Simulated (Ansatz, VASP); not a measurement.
HfTi4Si in VASP and in Ansatz

```
Hf Ti Si
1.0
     6.31439    0.00000    0.00000
     0.00000    6.31439    0.00000
     0.00000    0.00000    2.92020
Hf Ti Si
1 4 1
Cartesian
  0.0000 0.0000 1.4601
  1.1136 3.1572 1.4601
  5.2008 3.1572 1.4601
  3.1572 1.1136 1.4601
  3.1572 5.2008 1.4601
  3.1572 3.1572 0.0000
```

Alike in both runs: functional PBE; k mesh 6 × 6 × 12; occupations gaussian, width 0.1 eV; no spin polarisation.

Ansatz relaxed the structure, and its values are those at the end. VASP's run is a single point on that final structure, the one shown.

|  | VASP | Ansatz |
| --- | --- | --- |
| version | VASP 6.6.1 | Ansatz 0.2.0 |
| potentials or method | VASP PAW PBE potentials, release 64 (Hf_pv, Ti_sv, Si), cutoff 520 eV | scalar-relativistic, plane waves, PAW |
| valence electrons in the cell | 62 | 78 |

|  | VASP | Ansatz | Ansatz less VASP |
| --- | --- | --- | --- |
| gap on the k mesh at the Fermi level (eV) | none | none | - |
| pressure (GPa) | 0.0 | 0.0 | +0.01 |
| rms of the force components (eV/Å) | 0.042 | 0.002 | -0.0405 |

A gap of «none» marks a metal or a gap that the smearing closes. VASP's potentials hold 62 valence electrons a cell and Ansatz's 78, so a difference there can come from the potentials and not from the codes.

Neither program's run includes spin-orbit coupling.
